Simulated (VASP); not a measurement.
# Ti (I4/mmm) in VASP: a series of runs

The runs below take Ti through single point, with LDA.

All numbers are computed with VASP 6.6.1; they aren't measurements. Logs are shortened: lines on timing, memory, paths and dates and some standing lists are left out, and cuts for length are marked.

### 1 The cell of the first run

It takes space group I4/mmm (No. 139, tetragonal). Conventional cell: a = 3.345 Å, b = 3.345 Å, c = 2.977 Å, α = 90.00°, β = 90.00°, γ = 90.00°. Ti (site symmetry 4/mmm) has 14 Ti at 2.79 to 3.35 Å within 3.7 Å.

### 2 Single point, LDA (16.65 Å³/atom)

Input file INCAR:

```
SYSTEM = Ti
  PREC = Accurate
  ENCUT = 520
  EDIFF = 1E-7
  ISMEAR = 0
  SIGMA = 0.15
  LREAL = .False.
  LASPH = .True.
  NELM = 100
  ALGO = Fast
  ISIF = 2
  LWAVE = .False.
  LCHARG = .True.
  GGA = CA
  LELF = .True.
  LVHAR = .True.
  NBANDS = 12
```

Input file KPOINTS:

```
regular mesh
0
Gamma
  22 22 22
  0 0 0
```

Input file POSCAR:

```
Ti
1.0
    0.0000000000      2.3653273716      1.4882639822
    2.3653273716      0.0000000000      1.4882639822
    2.3653273716      2.3653273716      0.0000000000
Ti
1
Direct
    0.0000000000      0.0000000000      0.0000000000
```

Potentials or basis: VASP PAW LDA potentials, release 64 (Ti_sv).

Started as:

```
> cat potpaw_LDA.64/Ti_sv/POTCAR > POTCAR
> mpirun -np 1 vasp_std > vasp.out
```

OUTCAR:

```text
SYSTEM = Ti
   PREC = Accurate
   ENCUT = 520
   EDIFF = 1E-7
   ISMEAR = 0
   LREAL = .False.
   LASPH = .True.
   NELM = 100
   ISIF = 2
   GGA = CA

 ion  position               nearest neighbor table
   1  0.000  0.000  0.000-

  LATTYP: Found a body centered tetragonal cell.
 ALAT       =     3.3450780484
 C/A-ratio  =     0.8898231734

  Lattice vectors:

 A1 = (   0.0000000000,  -2.3653273716,  -1.4882639822)
 A2 = (   0.0000000000,   2.3653273716,  -1.4882639822)
 A3 = (   2.3653273716,   0.0000000000,   1.4882639822)

Analysis of symmetry for initial positions (statically):
=====================================================================
 Subroutine PRICEL returns:
 Original cell was already a primitive cell.

 Routine SETGRP: Setting up the symmetry group for a
 body centered tetragonal supercell.

 Subroutine GETGRP returns: Found 16 space group operations
 (whereof 16 operations were pure point group operations)
 out of a pool of 16 trial point group operations.

The static configuration has the point symmetry D_4h.

Analysis of symmetry for dynamics (positions and initial velocities):
=====================================================================
 Subroutine PRICEL returns:
 Original cell was already a primitive cell.

 Routine SETGRP: Setting up the symmetry group for a
 body centered tetragonal supercell.

 Subroutine GETGRP returns: Found 16 space group operations
 (whereof 16 operations were pure point group operations)
 out of a pool of 16 trial point group operations.

The dynamic configuration has the point symmetry D_4h.

 Subroutine INISYM returns: Found 16 space group operations
 (whereof 16 operations are pure point group operations),
 and found     1 'primitive' translations

----------------------------------------------------------------------------------------

                                     Primitive cell

  volume of cell :      16.6530

  direct lattice vectors                    reciprocal lattice vectors
     0.000000000  2.365327372  1.488263982    -0.211387230  0.211387230  0.335961903
     2.365327372  0.000000000  1.488263982     0.211387230 -0.211387230  0.335961903
     2.365327372  2.365327372  0.000000000     0.211387230  0.211387230 -0.335961903

  length of vectors
     2.794584630  2.794584630  3.345078048     0.449710487  0.449710487  0.449710487

  position of ions in fractional coordinates (direct lattice)
     0.000000000  0.000000000  0.000000000

  ion indices of the primitive-cell ions
   primitive index   ion index
                 1           1

----------------------------------------------------------------------------------------

 KPOINTS: regular mesh

Automatic generation of k-mesh.
 Grid dimensions read from file:
 generate k-points for:   22   22   22

 Generating k-lattice:

  Cartesian coordinates                     Fractional coordinates (reciprocal lattice)
    -0.009608510  0.009608510  0.015270996     0.045454545  0.000000000  0.000000000
     0.009608510 -0.009608510  0.015270996     0.000000000  0.045454545  0.000000000
     0.009608510  0.009608510 -0.015270996     0.000000000  0.000000000  0.045454545

  Length of vectors
     0.020441386  0.020441386  0.020441386

  Shift w.r.t. Gamma in fractional coordinates (k-lattice)
     0.000000000  0.000000000  0.000000000

 Subroutine IBZKPT returns following result:
 ===========================================

 Found    834 irreducible k-points:

 Following reciprocal coordinates:
            Coordinates               Weight
  0.000000  0.000000  0.000000      1.000000
  0.045455 -0.000000  0.000000      8.000000
  0.090909 -0.000000  0.000000      8.000000
  0.136364  0.000000  0.000000      8.000000
  0.181818  0.000000  0.000000      8.000000
  0.227273  0.000000  0.000000      8.000000
[... 16 lines left out ...]
  0.500000  0.045455  0.000000      8.000000
 -0.454545  0.045455  0.000000      8.000000
 [... further k-points ...]
   k-points           NKPTS =    834   k-points in BZ     NKDIM =    834   number of bands    NBANDS=     12
   number of dos      NEDOS =    301   number of ions     NIONS =      1
   total plane-waves  NPLWV =  16128
   dimension x,y,z NGX =    24 NGY =   24 NGZ =   28
   dimension x,y,z NGXF=    48 NGYF=   48 NGZF=   56
   ions per type =               1
   NGX,Y,Z   is equivalent  to a cutoff of  14.28, 14.28, 13.92 a.u.
   NGXF,Y,Z  is equivalent  to a cutoff of  28.55, 28.55, 27.83 a.u.
 SYSTEM =  Ti
   PREC   = accura    normal or accurate (medium, high low for compatibility)
   ISTART =      0    job   : 0-new  1-cont  2-samecut
   ICHARG =      2    charge: 1-file 2-atom 10-const
   ISPIN  =      1    spin polarized calculation?
   LNONCOLLINEAR =      F non collinear calculations
   LSORBIT =      F    spin-orbit coupling
   LASPH  =      T    aspherical Exc in radial PAW
   ENCUT  =  520.0 eV  38.22 Ry    6.18 a.u.   5.20  5.20  6.22*2*pi/ulx,y,z
   NELM   =    100;   NELMIN=  2; NELMDL= -5     # of ELM steps
   EDIFF  = 0.1E-06   stopping-criterion for ELM
   LREAL  =      F    real-space projection
   EDIFFG = 0.1E-05   stopping-criterion for IOM
   NSW    =      0    number of steps for IOM
   IBRION =     -1    ionic relax: 0-MD 1-quasi-New 2-CG
   NFREE  =      0    steps in history (QN), initial steepest desc. (CG)
   ISIF   =      2    stress and relaxation
   ISYM   =      2    0-nonsym 1-usesym 2-fastsym
   POTIM  = 0.5000    time-step for ionic-motion
   TEBEG  =    0.0;   TEEND  =   0.0 temperature during run
   PSTRESS=    0.0 pullay stress
   NELECT =      12.0000    total number of electrons
   NUPDOWN=      -1.0000    fix difference up-down
   EMIN   =  10.00;   EMAX   =-10.00  energy-range for DOS
   EFERMI =   0.00;   METHOD = LEGACY
   ISMEAR =     0;   SIGMA  =   0.15  broadening in eV -4-tet -1-fermi 0-gaus
   EFERMI_NEDOS =   21; number of points for ismear=-14 and -15
   IALGO  =     68    algorithm
   IMIX   =      4    mixing-type and parameters
     AMIX     =   0.40;   BMIX     =  1.00
     AMIX_MAG =   1.60;   BMIX_MAG =  1.00
  volume/ion in A,a.u.               =      16.65       112.38
  Fermi-wavevector in a.u.,A,eV,Ry     =   1.467702  2.773554 29.308961  2.154148
  Thomas-Fermi vector in A             =   2.583288
   LORBIT       =      0    0 simple, 1 ext, 2 COOP (PROOUT), +10 PAW based schemes
   GGA     = CA    functional components
   LHFCALC =     F    Hartree Fock is set to
   AEXX    =    0.0000 exact exchange contribution
   IVDW    =     0    specifies the selected vdW correction
   LEPSILON=     F    determine dielectric tensor
   LRPA    =     F    only Hartree local field effects (RPA)
 non-spin polarized calculation
 RMM-DIIS sequential band-by-band and
 Gauss-broadening in eV      SIGMA  =   0.15
  energy-cutoff  :      520.00
  volume of cell :       16.65
 maximum number of plane-waves:       462
 NGX is ok and might be reduce to    24
   NGX = 11   NGY = 11   NGZ = 13

 number of electron      12.0000002 magnetization

 Free energy of the ion-electron system (eV)
  ---------------------------------------------------
  ext. energy  EPLUGINS =         0.00000000
  ---------------------------------------------------
  free energy    TOTEN  =        -8.47114672 eV

  energy without entropy =       -8.44802058  energy(sigma->0) =       -8.45958365

 E-fermi :   8.3233     XC(G=0): -11.9814

 val. band max:        8.3227794869   @ k =  -0.2727   0.0909   0.3636
 cond. band min:       8.3298557828   @ k =  -0.2727   0.1364   0.0455
 fundamental gap:      0.0070762959
 Fermi energy:         8.3233164726

 k-point     1 :       0.0000    0.0000    0.0000
  band No.  band energies     occupation
      1     -47.4802      2.00000
      2     -23.6523      2.00000
      3     -23.6523      2.00000
      4     -23.6412      2.00000
      5       2.3327      2.00000
      6       8.7104      0.00026
      7       9.6501      0.00000
      8       9.6501      0.00000
      9      10.4852      0.00000
     10      11.5752      0.00000
     11      25.3936      0.00000
     12      25.3936      0.00000

 k-point     2 :       0.0455   -0.0000    0.0000
  band No.  band energies     occupation
      1     -47.4767      2.00000
      2     -23.6647      2.00000
      3     -23.6577      2.00000
      4     -23.6470      2.00000
      5       2.4105      2.00000
      6       8.7269      0.00014
      7       9.6311      0.00000
      8       9.6467      0.00000
      9      10.4944      0.00000
     10      11.5389      0.00000
     11      25.4064      0.00000
     12      25.4753      0.00000

 k-point     3 :       0.0909   -0.0000    0.0000
  band No.  band energies     occupation
      1     -47.4664      2.00000
      2     -23.7130      2.00000
      3     -23.6732      2.00000
      4     -23.6516      2.00000
      5       2.6396      2.00000
      6       8.7474      0.00006
      7       9.5607      0.00000
      8       9.6695      0.00000
      9      10.5328      0.00000
     10      11.4454      0.00000
     11      25.4055      0.00000
     12      25.7085      0.00000
[... 286 lines left out ...]
 k-point    23 :       0.5000    0.0455    0.0000
  band No.  band energies     occupation
      1     -47.3026      2.00000
      2     -24.4423      2.00000
      3     -23.9165      2.00000
      4     -23.7116      2.00000
      5       5.7934      2.00000
      6       7.5610      2.00000
      7       9.7340      0.00000
      8      11.0871      0.00000
      9      12.1980      0.00000
     10      12.7347      0.00000
     11      17.8834      0.00000
     12      21.7792      0.00000

 k-point    24 :      -0.4545    0.0455    0.0000
  band No.  band energies     occupation
      1     -47.3072      2.00000
      2     -24.4222      2.00000
      3     -23.9123      2.00000
      4     -23.7084      2.00000
      5       5.7741      2.00000
      6       7.5983      2.00000
      7       9.5887      0.00000
      8      11.0777      0.00000
      9      12.0611      0.00000
     10      12.6451      0.00000
     11      18.2395      0.00000
     12      21.8930      0.00000

 [... further k-points ...]

------------------------ aborting loop because EDIFF is reached ----------------------------------------

  FORCE on cell =-STRESS in cart. coord.  units (eV):
  Direction    XX          YY          ZZ          XY          YZ          ZX
  --------------------------------------------------------------------------------------
  -------------------------------------------------------------------------------------
  Total       -0.4860720     -0.4860720     -0.7108657      0.0000000      0.0000000      0.0000000
  in kB      -46.7647624    -46.7647624    -68.3920568      0.0000000      0.0000000      0.0000000
  external PRESSURE =     -53.9738605 kB  Pullay stress =       0.0000000 kB

 VOLUME and BASIS-vectors are now :
 -----------------------------------------------------------------------------
  energy-cutoff  :      520.00
  volume of cell :       16.65
      direct lattice vectors                 reciprocal lattice vectors
     0.000000000  2.365327372  1.488263982    -0.211387230  0.211387230  0.335961903
     2.365327372  0.000000000  1.488263982     0.211387230 -0.211387230  0.335961903
     2.365327372  2.365327372  0.000000000     0.211387230  0.211387230 -0.335961903

 POSITION                                       TOTAL-FORCE (eV/Angst)
 -----------------------------------------------------------------------------------
      0.00000      0.00000      0.00000        -0.000000      0.000000     -0.000000
 -----------------------------------------------------------------------------------
    total drift:                               -0.000000     -0.000000     -0.000000

  FREE ENERGIE OF THE ION-ELECTRON SYSTEM (eV)
  ---------------------------------------------------
  free  energy   TOTEN  =        -8.4711467154 eV

  energy  without entropy=       -8.4480205821  energy(sigma->0) =       -8.45958365
```

It took 3.2 min on 1 thread of Intel Xeon Platinum 8559C (Emerald Rapids), shared host; peak memory 0.27 GiB.

Results:

```yaml
Free_energy: -8.4711 eV
Pressure: -5.4 GPa
Band_gap_on_the_k_mesh: zero (bands 6 and 7 overlap by 1.55 eV)
```

Stress tensor (GPa, compression positive):
```
-4.68  0.00  0.00
 0.00 -4.68  0.00
 0.00  0.00 -6.84
```

Caveat: the cell stands under tension.

### 3 Single point, LDA (16.65 Å³/atom)

Input file INCAR:

```
PREC = Accurate
ENCUT = 520
EDIFF = 1E-6
ISMEAR = 0
SIGMA = 0.15
LREAL = False
LASPH = True
NELM = 60
ALGO = Fast
ISIF = 2
LWAVE = False
LCHARG = False
GGA = CA
NBANDS = 12
```

Input file KPOINTS:

```
Automatic mesh
0
Gamma
  22 22 22
```

Input file POSCAR:

```
Ti
1.0
    0.0000000000      2.0796842727      1.9251637313
    2.0796842727      0.0000000000      1.9251637313
    2.0796842727      2.0796842727      0.0000000000
Ti
1
Direct
    0.0000000000      0.0000000000      0.0000000000
```

Potentials or basis: VASP PAW LDA potentials, release 64 (Ti_sv).

Started as:

```
> cat potpaw_LDA.64/Ti_sv/POTCAR > POTCAR
> mpirun -np 1 vasp_std > vasp.out
```

OUTCAR:

```text
PREC = Accurate
   ENCUT = 520
   EDIFF = 1E-6
   ISMEAR = 0
   LREAL = False
   LASPH = True
   NELM = 60
   ISIF = 2
   GGA = CA

 ion  position               nearest neighbor table
   1  0.000  0.000  0.000-

  LATTYP: Found a body centered tetragonal cell.
 ALAT       =     2.9411177039
 C/A-ratio  =     1.3091374947

  Lattice vectors:

 A1 = (   0.0000000000,  -2.0796842727,  -1.9251637313)
 A2 = (   0.0000000000,   2.0796842727,  -1.9251637313)
 A3 = (   2.0796842727,   0.0000000000,   1.9251637313)

Analysis of symmetry for initial positions (statically):
=====================================================================
 Subroutine PRICEL returns:
 Original cell was already a primitive cell.

 Routine SETGRP: Setting up the symmetry group for a
 body centered tetragonal supercell.

 Subroutine GETGRP returns: Found 16 space group operations
 (whereof 16 operations were pure point group operations)
 out of a pool of 16 trial point group operations.

The static configuration has the point symmetry D_4h.

[... 168 lines left out ...]
  band No.  band energies     occupation
      1     -47.5142      2.00000
      2     -23.6923      2.00000
      3     -23.6923      2.00000
      4     -23.6803      2.00000
      5       2.3260      2.00000
      6       9.1338      0.00000
      7       9.1338      0.00000
      8       9.7339      0.00000
      9      10.6240      0.00000
     10      11.3146      0.00000
     11      24.1156      0.00000
     12      27.9884      0.00000
[... 331 lines left out ...]
 k-point    24 :      -0.4545    0.0455    0.0000
  band No.  band energies     occupation
      1     -47.3599      2.00000
      2     -24.4686      2.00000
      3     -23.8332      2.00000
      4     -23.7588      2.00000
      5       5.7941      2.00000
      6       8.8703      0.00002
      7       9.0266      0.00000
      8       9.6205      0.00000
      9      12.1498      0.00000
     10      12.2467      0.00000
     11      17.2137      0.00000
     12      23.2697      0.00000

 [... further k-points ...]

------------------------ aborting loop because EDIFF is reached ----------------------------------------

  FORCE on cell =-STRESS in cart. coord.  units (eV):
  Direction    XX          YY          ZZ          XY          YZ          ZX
  --------------------------------------------------------------------------------------
  -------------------------------------------------------------------------------------
  Total       -0.5549832     -0.5549832     -0.3165796      0.0000000     -0.0000000      0.0000000
  in kB      -53.3946697    -53.3946697    -30.4579756      0.0000000     -0.0000000      0.0000000
  external PRESSURE =     -45.7491050 kB  Pullay stress =       0.0000000 kB

 VOLUME and BASIS-vectors are now :
 -----------------------------------------------------------------------------
  energy-cutoff  :      520.00
  volume of cell :       16.65
      direct lattice vectors                 reciprocal lattice vectors
     0.000000000  2.079684273  1.925163731    -0.240421109  0.240421109  0.259718169
     2.079684273  0.000000000  1.925163731     0.240421109 -0.240421109  0.259718169
     2.079684273  2.079684273  0.000000000     0.240421109  0.240421109 -0.259718169

 POSITION                                       TOTAL-FORCE (eV/Angst)
 -----------------------------------------------------------------------------------
      0.00000      0.00000      0.00000         0.000000      0.000000      0.000000
 -----------------------------------------------------------------------------------
    total drift:                               -0.000000      0.000000      0.000000

  FREE ENERGIE OF THE ION-ELECTRON SYSTEM (eV)
  ---------------------------------------------------
  free  energy   TOTEN  =        -8.4926282801 eV

  energy  without entropy=       -8.4719069860  energy(sigma->0) =       -8.48226763
```

stdout:

```text
POSCAR found type information on POSCAR Ti
 POSCAR found :  1 types and       1 ions
 scaLAPACK will be used
 LDA part: xc-table for (Slater(with rela. corr.)+CA(PZ))
 , standard interpolation
 POSCAR, INCAR and KPOINTS ok, starting setup
 FFT: planning ... GRIDC
 FFT: planning ... GRID_SOFT
 FFT: planning ... GRID
 WAVECAR not read
 entering main loop
WARNING in EDDRMM: call to ZHEGV failed, returncode =   6  3      6
WARNING in EDDRMM: call to ZHEGV failed, returncode =   6  3     12
WARNING in EDDRMM: call to ZHEGV failed, returncode =   8  4      9
WARNING in EDDRMM: call to ZHEGV failed, returncode =   8  4     10
WARNING in EDDRMM: call to ZHEGV failed, returncode =   8  4     10
WARNING in EDDRMM: call to ZHEGV failed, returncode =   6  3      6
WARNING in EDDRMM: call to ZHEGV failed, returncode =   8  4     11
WARNING in EDDRMM: call to ZHEGV failed, returncode =   8  4     11
WARNING in EDDRMM: call to ZHEGV failed, returncode =   6  3      7
```

Run time: 1.9 min. Hardware: 1 thread of Intel Xeon Platinum 8559C (Emerald Rapids), shared host; peak memory 0.27 GiB.

What came out:

```yaml
Free_energy: -8.4926 eV
Pressure: -4.6 GPa
Band_gap_on_the_k_mesh: zero (bands 6 and 7 overlap by 1.47 eV)
```

Stress tensor (GPa, compression positive):
```
-5.34  0.00  0.00
 0.00 -5.34  0.00
 0.00  0.00 -3.05
```

Levels at points of the mesh, in eV from the Fermi level:
```
           k point  band 3  band 4  band 5  band 6  band 7  band 8  band 9  band 10
(0.00, 0.00, 0.00)  -32.11  -32.10   -6.10    0.71    0.71    1.31    2.20     2.89
(0.50, 0.00, 0.00)  -32.26  -32.17   -2.67    0.39    0.88    1.13    3.59     3.91
(0.50, 0.50, 0.00)  -32.46  -32.46   -2.68   -1.95    3.71    4.07    4.07     4.15
(0.50, 0.00, 0.50)  -32.40  -32.31   -2.73   -1.72    2.66    3.68    3.81     4.25
```

Caveat: the cell stands under tension.

### 4 Single point, LDA (16.65 Å³/atom)

Input file INCAR:

```
PREC = Accurate
ENCUT = 520
EDIFF = 1E-7
ISMEAR = 0
SIGMA = 0.15
LREAL = F
LASPH = T
NELM = 80
ALGO = Fast
ISIF = 2
LWAVE = F
LCHARG = T
LELF = T
LVHAR = T
NBANDS = 12
```

Input file KPOINTS:

```
regular mesh
0
Gamma
  22 22 22
```

Input file POSCAR:

```
Ti
1.0
    0.0000000000      2.1895755101      1.7367712946
    2.1895755101      0.0000000000      1.7367712946
    2.1895755101      2.1895755101      0.0000000000
Ti
1
Direct
    0.0000000000      0.0000000000      0.0000000000
```

Started as:

```
> cat potpaw_LDA.64/Ti_sv/POTCAR > POTCAR
> mpirun -np 1 vasp_std > vasp.out
```

Wall time 2.5 min (1 thread of Intel Xeon Platinum 8559C (Emerald Rapids), shared host); peak memory 0.27 GiB.

It converged, with:

```
Free energy            : -8.4653 eV
Pressure               : -5.1 GPa
Band gap on the k mesh : zero (bands 6 and 7 overlap by 1.59 eV)
```

Stress tensor (GPa, compression positive):
```
-5.67  0.00  0.00
 0.00 -5.67  0.00
 0.00  0.00 -3.99
```

Levels at points of the mesh, in eV from the Fermi level:
```tsv
k point	band 4	band 5	band 6	band 7	band 8	band 9
(0.00, 0.00, 0.00)	-31.98	-6.00	0.75	0.75	1.52	2.25
(0.50, 0.00, 0.00)	-31.99	-2.58	-0.14	1.12	2.16	3.33
(0.50, 0.50, 0.00)	-32.45	-2.45	-2.11	3.93	4.14	4.14
(0.50, 0.00, 0.50)	-32.05	-2.62	-1.12	1.90	3.37	3.47
```

Caveat: the cell stands under tension.

(Continued in part 2 of 2.)
